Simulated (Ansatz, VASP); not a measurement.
KCl in VASP and in Ansatz

Contents of INCAR:

```
SYSTEM = KCl
PREC = Accurate
ENCUT = 500
EDIFF = 1E-6
ISMEAR = 0
SIGMA = 0.01
LREAL = .FALSE.
LASPH = .TRUE.
NELM = 120
ALGO = Normal
ISIF = 2
LWAVE = .FALSE.
LCHARG = .FALSE.
GGA = PE
NBANDS = 15
GGA_COMPAT = .FALSE.
```

Contents of KPOINTS:

```
Automatic mesh
0
G
  8 8 8
  0 0 0
```

File POSCAR:

```
KCl
1.0
    0.0000000000      3.1448471098      3.1448471098
    3.1448471098      0.0000000000      3.1448471098
    3.1448471098      3.1448471098      0.0000000000
K Cl
1 1
Direct
    0.0000000000      0.0000000000      0.0000000000
    0.5000000000      0.5000000000      0.5000000000
```

Input for Ansatz:

```yaml
crystal:
  lattice:
    - [0.0, 3.1448471098, 3.1448471098]
    - [3.1448471098, 0.0, 3.1448471098]
    - [3.1448471098, 3.1448471098, 0.0]
  atoms:
    - { symbol: K, position: [0.0, 0.0, 0.0] }
    - { symbol: Cl, position: [0.5, 0.5, 0.5] }
kpoints:
  mp_grid: { grid: [8, 8, 8] }
  band_path:
    path:
      - [0.0, 0.0, 0.0]
      - [0.5, 0.0, 0.5]
      - [0.625, 0.25, 0.625]
      - [0.375, 0.375, 0.75]
      - [0.5, 0.5, 0.5]
      - [0.5, 0.25, 0.75]
    npoints: 1
hamiltonian:
  xc: pbe
scf:
  occupations: { method: fixed }
  n_extra_bands: 4
output:
  forces: true
  stress: true
  eigenvalues: true
```

Alike in both runs: task single point; functional PBE; k mesh 8 × 8 × 8; no spin polarisation.

|  | VASP | Ansatz |
| --- | --- | --- |
| version | VASP 6.6.1 | Ansatz 0.2.0 |
| potentials or method | VASP PAW PBE potentials, release 64 (K_sv, Cl) | plane waves, PAW |
| plane-wave cutoff (eV) | 500 | 420 |
| occupations | gaussian, width 0.01 eV | fixed |
| valence electrons in the cell | 16 | 16 |

```csv
,VASP,Ansatz,Ansatz less VASP
gap on the k mesh at the Fermi level (eV),5.19,5.19,+0.002
pressure (GPa),0.8,0.8,-0.02
```
